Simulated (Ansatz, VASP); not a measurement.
Two plane-wave programs on AlFe

INCAR

```
SYSTEM = AlFe
ALGO     = Normal         ! electronic algorithm
EDIFF    = 1E-6           ! SCF threshold, eV
ENCUT    = 520            ! plane-wave cutoff, eV
GGA      = CA             ! functional
ISIF     = 2              ! what is computed and relaxed
ISMEAR   = -1             ! smearing method
ISPIN    = 2              ! spin polarisation
LASPH    = .TRUE.         ! aspherical terms in the spheres
LCHARG   = .FALSE.        ! write CHGCAR
LMAXMIX  = 4              ! l up to which the mixer works
LORBIT   = 11             ! projections on sites
LREAL    = .FALSE.        ! projectors in reciprocal space
LWAVE    = .FALSE.        ! write WAVECAR
MAGMOM   = 0 2.4          ! initial moments
NBANDS   = 16             ! bands
NELM     = 150            ! most SCF steps
PREC     = Accurate       ! precision mode
SIGMA    = 0.1            ! smearing width, eV
```

The input KPOINTS:

```
k-points
0
G
  7 7 7
  0 0 0
```

Contents of POSCAR:

```
AlFe
1.0
    2.9148419390      0.0000000000      0.0000000000
    0.0000000000      2.9148419390      0.0000000000
    0.0000000000      0.0000000000      2.9148419390
Al Fe
1 1
Direct
    0.0008200000      0.0064200000      0.0081700000
    0.4997100000      0.4938200000      0.4953000000
```

Input for Ansatz:

```yaml
crystal:
  lattice:
    - [2.9148419390457985, 0.0, 0.0]
    - [0.0, 2.9148419390457985, 0.0]
    - [0.0, 0.0, 2.9148419390457985]
  atoms:
    - { symbol: Al, position: [0.00082, 0.00642, 0.00817] }
    - { symbol: Fe, position: [0.49971, 0.49382, 0.4953], spin: 2.4 }
basis:
  ecutwfc: 540.0
  xc_grid: 2
kpoints:
  mp_grid:
    grid: [7, 7, 7]
hamiltonian:
  xc: lda
magnetization:
  spin_polarized: true
scf:
  convergence:
    dr2_threshold: 1.0e-09
  mixing:
    algorithm: anderson
  occupations:
    method: fermi_dirac
output:
  forces: true
  stress: true
```

Alike in both runs: task single point; functional LDA; k mesh 7 × 7 × 7; collinear spin.

```csv
,VASP,Ansatz
version,VASP 6.6.1,Ansatz 0.2.0
potentials or method,"VASP PAW LDA potentials, release 64 (Al, Fe), cutoff 520 eV","plane waves, PAW"
occupations,"fermi-dirac, width 0.1 eV",fermi-dirac
valence electrons in the cell,11,19
```

|  | VASP | Ansatz | Ansatz less VASP |
| --- | --- | --- | --- |
| pressure (GPa) | -16.3 | -16.5 | -0.21 |
| traceless stress, the component that is largest in VASP (GPa) | 0.18 | 0.18 | -0.003 |
| rms of the force components (eV/Å) | 0.188 | 0.186 | -0.0019 |
| net moment per atom (μB) | 0.32 | 0.35 | +0.027 |
| size of the moment on the site where the two differ most (μB) | 0.67 | 0.72 | +0.056 |

LDA's correlation is that of Perdew and Zunger in VASP and of Perdew and Wang (1992) in Ansatz. Site moments also hang on the region over which each program counts them. Atom by atom the forces differ by 0.002 eV/Å (rms over components). VASP's potentials hold 11 valence electrons a cell and Ansatz's 19, so a difference there can come from the potentials and not from the codes. Ansatz's warnings: stability check not made, stress scf threshold loose.
